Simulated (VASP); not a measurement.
# NaF (I4/mmm) in VASP: further runs, part 2 of 2

VASP 6.6.1.

### Step 4. Single point, LDA (strain +0.050 along x and y, -0.050 along z)

INCAR

```
SYSTEM = NaF
PREC = Accurate ; ENCUT = 520
EDIFF = 1E-6 ; ISMEAR = 0
SIGMA = 0.05 ; LREAL = .FALSE.
LASPH = .TRUE. ; NELM = 60
ALGO = Normal ; ISIF = 2
LWAVE = .FALSE. ; LCHARG = .TRUE.
GGA = CA ; LELF = .TRUE.
LVHAR = .TRUE. ; NBANDS = 14
```

KPOINTS

```
regular mesh
0
G
  8 8 8
  0 0 0
```

POSCAR

```
NaF
1.0
    0.0000000000      2.4394650000      2.2071350000
    2.4394650000      0.0000000000      2.2071350000
    2.4394650000      2.4394650000      0.0000000000
Na F
1 1
Direct
    0.0000000000      0.0000000000      0.0000000000
    0.5000000000      0.5000000000      0.5000000000
```

Potentials or basis: VASP PAW LDA potentials, release 64 (Na_pv, F).

Started as:

```
cat potpaw_LDA.64/Na_pv/POTCAR potpaw_LDA.64/F/POTCAR > POTCAR
mpirun -np 1 vasp_std > vasp.out
```

OUTCAR:

```text
SYSTEM = NaF
   PREC = Accurate
   ENCUT = 520
   EDIFF = 1E-6
   ISMEAR = 0
   LREAL = .FALSE.
   LASPH = .TRUE.
   NELM = 60
   ISIF = 2
   GGA = CA

 ion  position               nearest neighbor table
   1  0.000  0.000  0.000-   2 2.21   2 2.21
   2  0.500  0.500  0.500-   1 2.21   1 2.21

  LATTYP: Found a body centered tetragonal cell.
 ALAT       =     3.4499244879
 C/A-ratio  =     1.2795265564

  Lattice vectors:

 A1 = (   0.0000000000,  -2.4394650000,  -2.2071350000)
 A2 = (   0.0000000000,   2.4394650000,  -2.2071350000)
 A3 = (   2.4394650000,   0.0000000000,   2.2071350000)

Analysis of symmetry for initial positions (statically):
=====================================================================
 Subroutine PRICEL returns:
 Original cell was already a primitive cell.

 Routine SETGRP: Setting up the symmetry group for a
 body centered tetragonal supercell.

 Subroutine GETGRP returns: Found 16 space group operations
 (whereof 16 operations were pure point group operations)
 out of a pool of 16 trial point group operations.

The static configuration has the point symmetry D_4h.

Analysis of symmetry for dynamics (positions and initial velocities):
=====================================================================
 Subroutine PRICEL returns:
 Original cell was already a primitive cell.

 Routine SETGRP: Setting up the symmetry group for a
 body centered tetragonal supercell.

 Subroutine GETGRP returns: Found 16 space group operations
 (whereof 16 operations were pure point group operations)
 out of a pool of 16 trial point group operations.

The dynamic configuration has the point symmetry D_4h.

 Subroutine INISYM returns: Found 16 space group operations
 (whereof 16 operations are pure point group operations),
 and found     1 'primitive' translations

----------------------------------------------------------------------------------------

                                     Primitive cell

  volume of cell :      26.2693

  direct lattice vectors                    reciprocal lattice vectors
     0.000000000  2.439465000  2.207135000    -0.204962973  0.204962973  0.226538023
     2.439465000  0.000000000  2.207135000     0.204962973 -0.204962973  0.226538023
     2.439465000  2.439465000  0.000000000     0.204962973  0.204962973 -0.226538023

  length of vectors
     3.289746859  3.289746859  3.449924488     0.367884652  0.367884652  0.367884652

  position of ions in fractional coordinates (direct lattice)
     0.000000000  0.000000000  0.000000000
     0.500000000  0.500000000  0.500000000

  ion indices of the primitive-cell ions
   primitive index   ion index
                 1           1
                 2           2

----------------------------------------------------------------------------------------

 KPOINTS: regular mesh

Automatic generation of k-mesh.
 Grid dimensions read from file:
 generate k-points for:    8    8    8

 Generating k-lattice:

  Cartesian coordinates                     Fractional coordinates (reciprocal lattice)
    -0.025620372  0.025620372  0.028317253     0.125000000  0.000000000  0.000000000
     0.025620372 -0.025620372  0.028317253     0.000000000  0.125000000  0.000000000
     0.025620372  0.025620372 -0.028317253     0.000000000  0.000000000  0.125000000

[... 39 lines left out ...]
   number of dos      NEDOS =    301   number of ions     NIONS =      2
   total plane-waves  NPLWV =  16128
   dimension x,y,z NGX =    24 NGY =   24 NGZ =   28
   dimension x,y,z NGXF=    48 NGYF=   48 NGZF=   56
   ions per type =               1   1
   NGX,Y,Z   is equivalent  to a cutoff of  12.13, 12.13, 13.49 a.u.
   NGXF,Y,Z  is equivalent  to a cutoff of  24.26, 24.26, 26.99 a.u.
 SYSTEM =  NaF
   PREC   = accura    normal or accurate (medium, high low for compatibility)
   ISTART =      0    job   : 0-new  1-cont  2-samecut
   ICHARG =      2    charge: 1-file 2-atom 10-const
   ISPIN  =      1    spin polarized calculation?
   LNONCOLLINEAR =      F non collinear calculations
   LSORBIT =      F    spin-orbit coupling
   LASPH  =      T    aspherical Exc in radial PAW
   ENCUT  =  520.0 eV  38.22 Ry    6.18 a.u.   6.12  6.12  6.41*2*pi/ulx,y,z
   NELM   =     60;   NELMIN=  2; NELMDL= -5     # of ELM steps
   EDIFF  = 0.1E-05   stopping-criterion for ELM
   LREAL  =      F    real-space projection
   EDIFFG = 0.1E-04   stopping-criterion for IOM
   NSW    =      0    number of steps for IOM
   IBRION =     -1    ionic relax: 0-MD 1-quasi-New 2-CG
   NFREE  =      0    steps in history (QN), initial steepest desc. (CG)
   ISIF   =      2    stress and relaxation
   ISYM   =      2    0-nonsym 1-usesym 2-fastsym
   POTIM  = 0.5000    time-step for ionic-motion
   TEBEG  =    0.0;   TEEND  =   0.0 temperature during run
   PSTRESS=    0.0 pullay stress
   NELECT =      14.0000    total number of electrons
   NUPDOWN=      -1.0000    fix difference up-down
   EMIN   =  10.00;   EMAX   =-10.00  energy-range for DOS
   EFERMI =   0.00;   METHOD = LEGACY
   ISMEAR =     0;   SIGMA  =   0.05  broadening in eV -4-tet -1-fermi 0-gaus
   EFERMI_NEDOS =   21; number of points for ismear=-14 and -15
   IALGO  =     38    algorithm
   IMIX   =      4    mixing-type and parameters
     AMIX     =   0.40;   BMIX     =  1.00
     AMIX_MAG =   1.60;   BMIX_MAG =  1.00
  volume/ion in A,a.u.               =      13.13        88.64
  Fermi-wavevector in a.u.,A,eV,Ry     =   1.327297  2.508228 23.969624  1.761718
  Thomas-Fermi vector in A             =   2.456620
   LORBIT       =      0    0 simple, 1 ext, 2 COOP (PROOUT), +10 PAW based schemes
   GGA     = CA    functional components
   LHFCALC =     F    Hartree Fock is set to
   AEXX    =    0.0000 exact exchange contribution
   IVDW    =     0    specifies the selected vdW correction
   LEPSILON=     F    determine dielectric tensor
   LRPA    =     F    only Hartree local field effects (RPA)
 non-spin polarized calculation
 Gauss-broadening in eV      SIGMA  =   0.05
  energy-cutoff  :      520.00
  volume of cell :       26.27
 maximum number of plane-waves:       732
   NGX = 13   NGY = 13   NGZ = 13

 number of electron      14.0000002 magnetization

 Free energy of the ion-electron system (eV)
  ---------------------------------------------------
  ext. energy  EPLUGINS =         0.00000000
  ---------------------------------------------------
  free energy    TOTEN  =        -9.22956355 eV

  energy without entropy =       -9.22956355  energy(sigma->0) =       -9.22956355

 E-fermi :  -2.4703     XC(G=0):  -9.6594

 val. band max:       -2.7336898752   @ k =   0.0000   0.0000   0.0000
 cond. band min:       2.9286236110   @ k =   0.0000   0.0000   0.0000
 fundamental gap:      5.6623134862
 Fermi energy:        -2.4702800992

 k-point     1 :       0.0000    0.0000    0.0000
  band No.  band energies     occupation
      1     -21.6350      2.00000
      2     -21.6350      2.00000
      3     -21.6132      2.00000
      4     -21.4223      2.00000
      5      -2.7588      2.00000
      6      -2.7337      2.00000
      7      -2.7337      2.00000
      8       2.9286      0.00000
      9      15.2885      0.00000
     10      15.2885      0.00000
     11      15.9751      0.00000
     12      18.2287      0.00000
     13      18.9310      0.00000
     14      21.7848      0.00000
[... 377 lines left out ...]
      1     -22.1340      2.00000
      2     -21.6564      2.00000
      3     -21.6383      2.00000
      4     -20.8003      2.00000
      5      -3.9141      2.00000
      6      -3.0227      2.00000
      7      -2.9451      2.00000
      8       6.0292      0.00000
      9      10.6112      0.00000
     10      14.9068      0.00000
     11      16.4691      0.00000
     12      17.1893      0.00000
     13      20.3859      0.00000
     14      21.9636      0.00000

 [... further k-points ...]

------------------------ aborting loop because EDIFF is reached ----------------------------------------

  FORCE on cell =-STRESS in cart. coord.  units (eV):
  Direction    XX          YY          ZZ          XY          YZ          ZX
  --------------------------------------------------------------------------------------
  -------------------------------------------------------------------------------------
  Total       -1.1951832     -1.1951832     -0.1622124      0.0000000      0.0000000     -0.0000000
  in kB      -72.8948716    -72.8948716     -9.8934227      0.0000000      0.0000000     -0.0000000
  external PRESSURE =     -51.8943886 kB  Pullay stress =       0.0000000 kB

 VOLUME and BASIS-vectors are now :
 -----------------------------------------------------------------------------
  energy-cutoff  :      520.00
  volume of cell :       26.27
      direct lattice vectors                 reciprocal lattice vectors
     0.000000000  2.439465000  2.207135000    -0.204962973  0.204962973  0.226538023
     2.439465000  0.000000000  2.207135000     0.204962973 -0.204962973  0.226538023
     2.439465000  2.439465000  0.000000000     0.204962973  0.204962973 -0.226538023

 POSITION                                       TOTAL-FORCE (eV/Angst)
 -----------------------------------------------------------------------------------
      0.00000      0.00000      0.00000        -0.000000     -0.000000      0.000000
      2.43947      2.43947      2.20714         0.000000      0.000000     -0.000000
 -----------------------------------------------------------------------------------
    total drift:                                0.000000     -0.000000      0.000000

  FREE ENERGIE OF THE ION-ELECTRON SYSTEM (eV)
  ---------------------------------------------------
  free  energy   TOTEN  =        -9.2295635502 eV

  energy  without entropy=       -9.2295635502  energy(sigma->0) =       -9.22956355
```

OSZICAR:

```text
N       E                     dE             d eps       ncg     rms          rms(c)
DAV:   1     0.106495040257E+03    0.10650E+03   -0.76670E+03  1676   0.117E+03
DAV:   2    -0.481067495321E+01   -0.11131E+03   -0.10423E+03  1826   0.338E+02
DAV:   3    -0.100703418639E+02   -0.52597E+01   -0.52504E+01  2102   0.668E+01
DAV:   4    -0.101122097590E+02   -0.41868E-01   -0.41866E-01  1826   0.647E+00
DAV:   5    -0.101126268769E+02   -0.41712E-03   -0.41712E-03  2150   0.641E-01    0.515E+00
DAV:   6    -0.927861335170E+01    0.83401E+00   -0.30119E+00  2038   0.149E+01    0.187E+00
DAV:   7    -0.924638913803E+01    0.32224E-01   -0.39458E-02  1682   0.200E+00    0.995E-01
DAV:   8    -0.922957658165E+01    0.16813E-01   -0.26020E-02  1904   0.344E+00    0.153E-01
DAV:   9    -0.922968243379E+01   -0.10585E-03   -0.26041E-03  2078   0.490E-01    0.113E-01
DAV:  10    -0.922956482960E+01    0.11760E-03   -0.63011E-04  1838   0.203E-01    0.784E-03
DAV:  11    -0.922956371711E+01    0.11125E-05   -0.14962E-05  2086   0.877E-02    0.285E-03
DAV:  12    -0.922956355021E+01    0.16691E-06   -0.15407E-06  1502   0.165E-02
   1 F= -.92295636E+01 E0= -.92295636E+01  d E =-.976268E-16
```

It took 23 s on 1 thread of Intel Xeon 8259CL, shared host; peak memory 0.14 GiB.

What came out:

```
Free energy            : -9.2296 eV
Pressure               : -5.2 GPa
Band gap on the k mesh : 5.66 eV
```

Stress tensor (GPa, compression positive):
```
-7.29  0.00  0.00
 0.00 -7.29  0.00
 0.00  0.00 -0.99
```

Caveat: the cell differs from its parent crystal (strain +0.050 along x and y, -0.050 along z); the cell stands under tension.

### Step 5. The runs side by side

```tsv
cell	gap on the mesh (eV)	pressure (GPa)
a = 3.247, b = 3.247, c = 3.368 Å, angles 58.8, 58.8, 62.5°, 2 atoms	5.91	-3.9
a = 3.287, b = 3.287, c = 3.368 Å, angles 59.2, 59.2, 61.6°, 2 atoms	5.78	-5.3
a = 3.290, b = 3.290, c = 3.450 Å, angles 58.4, 58.4, 63.2°, 2 atoms	5.66	-5.2
```

Alike in all rows: task single point; level LDA; potentials or basis VASP PAW LDA potentials, release 64 (Na_pv, F); no spin polarisation; k mesh 8 × 8 × 8; cutoff (eV) 520; smearing gaussian 0.05 eV.

Caveats: the cell stands under tension.

Absolute energies hang on the potentials; compare differences alone.
